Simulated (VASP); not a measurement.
# In8O11 (P1) in VASP: single point with PBE

Aim: the single point of In8O11 with PBE.

Program: VASP 6.6.1. These are calculated values, not measurements. Logs are shortened: lines on timing, memory, paths and dates and some standing lists are left out, and cuts for length are marked.

## 1. The cell of the first run

The typed cell holds 19 atoms: a = 5.513 Å, b = 5.901 Å, c = 8.088 Å, α = 93.26°, β = 87.89°, γ = 89.97°.

## 2. Single point, PBE (atoms taken out, then relaxed in part)

The input, INCAR:

```
ALGO = Normal
EDIFF = 1E-6
ENCUT = 520
GGA = PE
ISIF = 2
ISMEAR = 0
ISYM = 0
LASPH = True
LCHARG = False
LREAL = Auto
LWAVE = False
NBANDS = 100
NELM = 100
PREC = Accurate
SIGMA = 0.1
```

The input, KPOINTS:

```
k-points
0
Gamma
  3 3 2
```

The input, POSCAR:

```
In8O11
1.0
   -2.8305032981     -4.7303326264     -0.0551139205
   -2.8336208691      1.6347235038      4.9108880726
   -5.6720398382      3.1037722940     -4.8592948949
In O
8 11
Direct
    0.5000159182      0.2105262736      0.1467601853
    0.0266912562      0.7189086938      0.6198126424
    0.4614225094      0.7694924245      0.3743275408
    0.0044828944      0.2907326874      0.8568648980
    0.5035957833      0.7876100147      0.8564126468
    0.9865209894      0.2630142491      0.3541051438
    0.5070393295      0.2151532002      0.6430382205
    0.9851659970      0.7123412900      0.1300224413
    0.3432939908      0.8490811395      0.1068439495
    0.8615069504      0.3572262437      0.5987848326
    0.8547294558      0.6463511124      0.8906004611
    0.3475302013      0.1607771780      0.4013210747
    0.3054166094      0.5010932898      0.7516362196
    0.7857039528      0.9863556548      0.2532780460
    0.6528925232      0.1487232975      0.9024409969
    0.1473300658      0.3579374811      0.1087741441
    0.6623880088      0.8598771385      0.6013123491
    0.7071390321      0.4993186068      0.2581349819
    0.2096259215      0.0033487642      0.7550666302
```

Potentials or basis: VASP PAW PBE potentials, release 64 (In_d, O).

Started as:

```
$ cat potpaw_PBE.64/In_d/POTCAR potpaw_PBE.64/O/POTCAR > POTCAR
$ mpirun -np 1 vasp_std > vasp.out
```

OUTCAR:

```text
EDIFF = 1E-6
   ENCUT = 520
   GGA = PE
   ISIF = 2
   ISMEAR = 0
   ISYM = 0
   LASPH = True
   LREAL = Auto
   NELM = 100
   PREC = Accurate

 ion  position               nearest neighbor table
   1  0.500  0.211  0.147-  15 2.13  16 2.17  18 2.22  12 2.23  14 2.28   9 2.31   6 3.22   6 3.24
                             3 3.27   5 3.33   4 3.62   3 3.69   4 3.71   8 3.97   8 4.00   7 4.01
   2  0.027  0.719  0.620-  17 2.19  19 2.21  10 2.32  13 2.33  11 2.42   3 3.08   4 3.26   5 3.32
                             6 3.36   5 3.41   3 3.78   4 3.78   7 3.95   6 3.97   8 3.97   7 4.00
   3  0.461  0.769  0.374-  17 2.22  18 2.23   9 2.35  12 2.39  14 2.41   2 3.08   1 3.27   7 3.33
                             8 3.35   8 3.44   1 3.69   2 3.78   5 3.91   6 3.93   6 3.97
   4  0.004  0.291  0.857-  15 2.14  19 2.15  16 2.23  13 2.24  11 2.25  10 2.31   7 3.23   8 3.23
                             2 3.26   7 3.31   1 3.62   1 3.71   2 3.78   5 4.02
   5  0.504  0.788  0.856-  11 2.14  13 2.16   9 2.19  19 2.27  17 2.27  15 2.30   7 3.14   2 3.32
                             1 3.33   2 3.41   8 3.56   8 3.59   7 3.70   3 3.91   4 4.02
   6  0.987  0.263  0.354-  14 2.11  10 2.12  12 2.13  16 2.24  18 2.26   1 3.22   1 3.24   8 3.30
                             2 3.36   7 3.49   8 3.63   7 3.79   3 3.93   2 3.97   3 3.97
   7  0.507  0.215  0.643-  13 2.15  10 2.15  12 2.18  19 2.26  17 2.27  15 2.33   5 3.14   4 3.23
                             4 3.31   3 3.33   6 3.49   5 3.70   6 3.79   2 3.95   2 4.00   1 4.01
   8  0.985  0.712  0.130-  11 2.11  14 2.13   9 2.14  18 2.24  16 2.27   4 3.23   6 3.30   3 3.35
                             3 3.44   5 3.56   5 3.59   6 3.63   1 3.97   2 3.97   1 4.00
   9  0.343  0.849  0.107-   8 2.14   5 2.19   1 2.31   3 2.35
  10  0.862  0.357  0.599-   6 2.12   7 2.15   4 2.31   2 2.32
  11  0.855  0.646  0.891-   8 2.11   5 2.14   4 2.25   2 2.42
  12  0.348  0.161  0.401-   6 2.13   7 2.18   1 2.23   3 2.39
  13  0.305  0.501  0.752-   7 2.15   5 2.16   4 2.24   2 2.33
  14  0.786  0.986  0.253-   6 2.11   8 2.13   1 2.28   3 2.41
  15  0.653  0.149  0.902-   1 2.13   4 2.14   5 2.30   7 2.33
  16  0.147  0.358  0.109-   1 2.17   4 2.23   6 2.24   8 2.27
  17  0.662  0.860  0.601-   2 2.19   3 2.22   7 2.27   5 2.27
  18  0.707  0.499  0.258-   1 2.22   3 2.23   8 2.24   6 2.26
  19  0.210  0.003  0.755-   4 2.15   2 2.21   7 2.26   5 2.27

IMPORTANT INFORMATION: All symmetrisations will be switched off!
NOSYMM: (Re-)initialisation of all symmetry stuff for point group C_1.

----------------------------------------------------------------------------------------

                                     Primitive cell

  volume of cell :     262.4975

  direct lattice vectors                    reciprocal lattice vectors
    -2.830503298 -4.730332626 -0.055113920    -0.088328012 -0.158569712  0.001818314
    -2.833620869  1.634723504  4.910888073    -0.088218527  0.051206744  0.135680811
    -5.672039838  3.103772294 -4.859294895    -0.088153367  0.053548918 -0.068690406

  length of vectors
     5.512788153  5.900724517  8.088150917     0.181519965  0.169746639  0.123922858

  position of ions in fractional coordinates (direct lattice)
     0.500015918  0.210526274  0.146760185
     0.026691256  0.718908694  0.619812642
     0.461422509  0.769492425  0.374327541
     0.004482894  0.290732687  0.856864898
     0.503595783  0.787610015  0.856412647
     0.986520989  0.263014249  0.354105144
[... 11 lines left out ...]
     0.707139032  0.499318607  0.258134982
     0.209625921  0.003348764  0.755066630

  ion indices of the primitive-cell ions
   primitive index   ion index
                 1           1
                 2           2
                 3           3
                 4           4
                 5           5
                 6           6
[... 11 lines left out ...]
                18          18
                19          19

----------------------------------------------------------------------------------------

 KPOINTS: k-points

Automatic generation of k-mesh.
 Grid dimensions read from file:
 generate k-points for:    3    3    2

 Generating k-lattice:

  Cartesian coordinates                     Fractional coordinates (reciprocal lattice)
    -0.029442671 -0.052856571  0.000606105     0.333333333  0.000000000  0.000000000
    -0.029406176  0.017068915  0.045226937    -0.000000000  0.333333333 -0.000000000
    -0.044076684  0.026774459 -0.034345203     0.000000000  0.000000000  0.500000000

  Length of vectors
     0.060506655  0.056582213  0.061961429

  Shift w.r.t. Gamma in fractional coordinates (k-lattice)
     0.000000000  0.000000000  0.000000000

 Subroutine IBZKPT returns following result:
 ===========================================

 Found     10 irreducible k-points:

 Following reciprocal coordinates:
            Coordinates               Weight
  0.000000  0.000000  0.000000      1.000000
  0.333333  0.000000 -0.000000      2.000000
  0.000000  0.333333 -0.000000      2.000000
  0.333333  0.333333 -0.000000      2.000000
 -0.333333  0.333333 -0.000000      2.000000
  0.000000  0.000000  0.500000      1.000000
  0.333333 -0.000000  0.500000      2.000000
  0.000000  0.333333  0.500000      2.000000
  0.333333  0.333333  0.500000      2.000000
 -0.333333  0.333333  0.500000      2.000000
   k-points           NKPTS =     10   k-points in BZ     NKDIM =     10   number of bands    NBANDS=    100
   number of dos      NEDOS =    301   number of ions     NIONS =     19
   total plane-waves  NPLWV = 120960
   dimension x,y,z NGX =    42 NGY =   48 NGZ =   60
   dimension x,y,z NGXF=    84 NGYF=   96 NGZF=  120
   ions per type =               8  11
   NGX,Y,Z   is equivalent  to a cutoff of  12.67, 13.52, 12.33 a.u.
   NGXF,Y,Z  is equivalent  to a cutoff of  25.33, 27.05, 24.67 a.u.
 SYSTEM =  unknown system
   PREC   = accura    normal or accurate (medium, high low for compatibility)
   ISTART =      0    job   : 0-new  1-cont  2-samecut
   ICHARG =      2    charge: 1-file 2-atom 10-const
   ISPIN  =      1    spin polarized calculation?
   LNONCOLLINEAR =      F non collinear calculations
   LSORBIT =      F    spin-orbit coupling
   LASPH  =      T    aspherical Exc in radial PAW
   ENCUT  =  520.0 eV  38.22 Ry    6.18 a.u.  10.25 10.97 15.04*2*pi/ulx,y,z
   NELM   =    100;   NELMIN=  2; NELMDL= -5     # of ELM steps
   EDIFF  = 0.1E-05   stopping-criterion for ELM
   LREAL  =      T    real-space projection
   EDIFFG = 0.1E-04   stopping-criterion for IOM
   NSW    =      0    number of steps for IOM
   IBRION =     -1    ionic relax: 0-MD 1-quasi-New 2-CG
   NFREE  =      0    steps in history (QN), initial steepest desc. (CG)
   ISIF   =      2    stress and relaxation
   ISYM   =      0    0-nonsym 1-usesym 2-fastsym
   POTIM  = 0.5000    time-step for ionic-motion
   TEBEG  =    0.0;   TEEND  =   0.0 temperature during run
   PSTRESS=    0.0 pullay stress
   NELECT =     170.0000    total number of electrons
   NUPDOWN=      -1.0000    fix difference up-down
   EMIN   =  10.00;   EMAX   =-10.00  energy-range for DOS
   EFERMI =   0.00;   METHOD = LEGACY
   ISMEAR =     0;   SIGMA  =   0.10  broadening in eV -4-tet -1-fermi 0-gaus
   EFERMI_NEDOS =   21; number of points for ismear=-14 and -15
   IALGO  =     38    algorithm
   IMIX   =      4    mixing-type and parameters
     AMIX     =   0.40;   BMIX     =  1.00
     AMIX_MAG =   1.60;   BMIX_MAG =  1.00
  volume/ion in A,a.u.               =      13.82        93.23
  Fermi-wavevector in a.u.,A,eV,Ry     =   1.416390  2.676588 27.295460  2.006160
  Thomas-Fermi vector in A             =   2.537729
   LORBIT       =      0    0 simple, 1 ext, 2 COOP (PROOUT), +10 PAW based schemes
   GGA     = PE    functional components
   LHFCALC =     F    Hartree Fock is set to
   AEXX    =    0.0000 exact exchange contribution
   IVDW    =     0    specifies the selected vdW correction
   LEPSILON=     F    determine dielectric tensor
   LRPA    =     F    only Hartree local field effects (RPA)
 non-spin polarized calculation
 Gauss-broadening in eV      SIGMA  =   0.10
  energy-cutoff  :      520.00
  volume of cell :      262.50
 maximum number of plane-waves:      7087
 NGX is ok and might be reduce to    42
   NGX = 21   NGY = 21   NGZ = 31

 number of electron     169.9999993 magnetization

 Free energy of the ion-electron system (eV)
  ---------------------------------------------------
  ext. energy  EPLUGINS =         0.00000000
  ---------------------------------------------------
  free energy    TOTEN  =      -102.43237512 eV

  energy without entropy =     -102.43237510  energy(sigma->0) =     -102.43237511

 E-fermi :   6.8404     XC(G=0): -10.8952

 val. band max:        6.4741373072   @ k =   0.3333   0.3333   0.5000
 cond. band min:       7.1967573480   @ k =   0.0000   0.0000   0.5000
 fundamental gap:      0.7226200408
 Fermi energy:         6.8403570491

 k-point     1 :       0.0000    0.0000    0.0000
  band No.  band energies     occupation
      1     -12.2837      2.00000
      2     -11.9405      2.00000
      3     -11.6974      2.00000
      4     -11.5570      2.00000
      5     -11.5363      2.00000
      6     -11.4827      2.00000
[... 89 lines left out ...]
     96      12.8115      0.00000
     97      13.3258      0.00000

 k-point     2 :       0.3333    0.0000   -0.0000
  band No.  band energies     occupation
      1     -12.1148      2.00000
      2     -11.8253      2.00000
      3     -11.7833      2.00000
      4     -11.5854      2.00000
      5     -11.5164      2.00000
      6     -11.4934      2.00000
[... 89 lines left out ...]
     96      12.6581      0.00000
     97      13.0068      0.00000

 k-point     3 :       0.0000    0.3333   -0.0000
  band No.  band energies     occupation
      1     -12.1357      2.00000
      2     -11.8321      2.00000
      3     -11.7796      2.00000
      4     -11.5855      2.00000
      5     -11.5492      2.00000
      6     -11.4809      2.00000
[... 89 lines left out ...]
     96      12.8883      0.00000
     97      13.2814      0.00000

 k-point     4 :       0.3333    0.3333   -0.0000
  band No.  band energies     occupation
      1     -12.0504      2.00000
      2     -11.8324      2.00000
      3     -11.7657      2.00000
      4     -11.5981      2.00000
      5     -11.5615      2.00000
      6     -11.5026      2.00000
[... 89 lines left out ...]
     96      12.5031      0.00000
     97      12.7180      0.00000

 k-point     5 :      -0.3333    0.3333   -0.0000
  band No.  band energies     occupation
      1     -12.0056      2.00000
      2     -11.8913      2.00000
      3     -11.7166      2.00000
      4     -11.6313      2.00000
      5     -11.5684      2.00000
      6     -11.5147      2.00000
[... 89 lines left out ...]
     96      12.5132      0.00000
     97      12.9045      0.00000

 k-point     6 :       0.0000    0.0000    0.5000
  band No.  band energies     occupation
      1     -12.1434      2.00000
      2     -12.1013      2.00000
      3     -11.6050      2.00000
      4     -11.5869      2.00000
      5     -11.5373      2.00000
      6     -11.4911      2.00000
[... 89 lines left out ...]
     96      12.7581      0.00000
     97      12.8811      0.00000

 k-point     7 :       0.3333   -0.0000    0.5000
  band No.  band energies     occupation
      1     -11.9907      2.00000
      2     -11.9503      2.00000
      3     -11.6988      2.00000
      4     -11.6272      2.00000
      5     -11.5387      2.00000
      6     -11.5001      2.00000
[... 89 lines left out ...]
     96      12.6639      0.00000
     97      13.1681      0.00000

 k-point     8 :       0.0000    0.3333    0.5000
  band No.  band energies     occupation
      1     -12.0003      2.00000
      2     -11.9644      2.00000
      3     -11.6994      2.00000
      4     -11.6404      2.00000
      5     -11.5468      2.00000
      6     -11.5044      2.00000
[... 89 lines left out ...]
     96      12.9585      0.00000
     97      13.1503      0.00000

 k-point     9 :       0.3333    0.3333    0.5000
  band No.  band energies     occupation
      1     -11.9584      2.00000
      2     -11.8677      2.00000
      3     -11.7257      2.00000
      4     -11.6612      2.00000
      5     -11.5567      2.00000
      6     -11.4992      2.00000
[... 89 lines left out ...]
     96      12.6113      0.00000
     97      13.0066      0.00000

 k-point    10 :      -0.3333    0.3333    0.5000
  band No.  band energies     occupation
      1     -11.8971      2.00000
      2     -11.8434      2.00000
      3     -11.8116      2.00000
      4     -11.6776      2.00000
      5     -11.5588      2.00000
      6     -11.5119      2.00000
[... 89 lines left out ...]
     96      12.5458      0.00000
     97      13.0894      0.00000
 [bands above 97 left out]

------------------------ aborting loop because EDIFF is reached ----------------------------------------

  FORCE on cell =-STRESS in cart. coord.  units (eV):
  Direction    XX          YY          ZZ          XY          YZ          ZX
  --------------------------------------------------------------------------------------
  -------------------------------------------------------------------------------------
  Total        0.5662015      0.7991821      0.4370062      0.1362708      0.0132867     -0.0061664
  in kB        3.4558621      4.8778807      2.6673068      0.8317409      0.0810965     -0.0376371
  external PRESSURE =       3.6670165 kB  Pullay stress =       0.0000000 kB

 VOLUME and BASIS-vectors are now :
 -----------------------------------------------------------------------------
  energy-cutoff  :      520.00
  volume of cell :      262.50
      direct lattice vectors                 reciprocal lattice vectors
    -2.830503298 -4.730332626 -0.055113920    -0.088328012 -0.158569712  0.001818314
    -2.833620869  1.634723504  4.910888073    -0.088218527  0.051206744  0.135680811
    -5.672039838  3.103772294 -4.859294895    -0.088153367  0.053548918 -0.068690406

 POSITION                                       TOTAL-FORCE (eV/Angst)
 -----------------------------------------------------------------------------------
     -2.84428     -1.56558      0.29316         0.000869     -0.017212     -0.011595
     -5.62827      2.97272      0.51716         0.034617     -0.005845      0.008113
     -5.60971      0.23705      1.93449        -0.001826     -0.013424      0.015190
     -5.69669      3.11358     -2.73625         0.001212      0.006468      0.025439
     -8.51482      1.56346     -0.32145        -0.001750     -0.004645      0.007213
     -5.54613     -3.13756     -0.48344         0.009913      0.011662     -0.006815
[... 11 lines left out ...]
     -4.88059     -1.72756      1.15877        -0.007819      0.006742      0.021337
     -4.88560      1.35743     -3.66420        -0.020672      0.005895      0.004896
 -----------------------------------------------------------------------------------
    total drift:                               -0.005701     -0.027042      0.011816

  FREE ENERGIE OF THE ION-ELECTRON SYSTEM (eV)
  ---------------------------------------------------
  free  energy   TOTEN  =      -102.4323751190 eV

  energy  without entropy=     -102.4323750997  energy(sigma->0) =     -102.43237511
```

It took 10 min on 1 thread of Intel Xeon Platinum 8488C (Sapphire Rapids), shared host; peak memory 0.4 GiB.

Results:

* Free energy: -102.4324 eV
* Pressure: 0.4 GPa
* Largest force: 0.036 eV/Å
* Band gap on the k mesh: 0.72 eV (least direct gap 1.25 eV)

Forces in eV/Å, atoms in the order of the input:
```
In   0.001 -0.017 -0.012
In   0.035 -0.006  0.008
In  -0.002 -0.013  0.015
In   0.001  0.006  0.025
In  -0.002 -0.005  0.007
In   0.010  0.012 -0.007
In  -0.010 -0.017 -0.012
In   0.003  0.012  0.000
O   -0.021 -0.003 -0.019
O   -0.012 -0.010  0.008
O    0.018 -0.002 -0.010
O    0.007 -0.014  0.000
O   -0.002 -0.002 -0.010
O    0.022 -0.007 -0.007
O    0.004  0.014 -0.008
O   -0.017  0.029 -0.005
O   -0.007  0.011  0.001
O   -0.008  0.007  0.021
O   -0.021  0.006  0.005
```

Stress tensor (GPa, compression positive):
```
0.35 0.08 0.00
0.08 0.49 0.01
0.00 0.01 0.27
```

Caveat: the cell differs from its parent crystal (atoms taken out, then relaxed in part); spin-orbit coupling is left out, which moves the levels of the heavy elements.
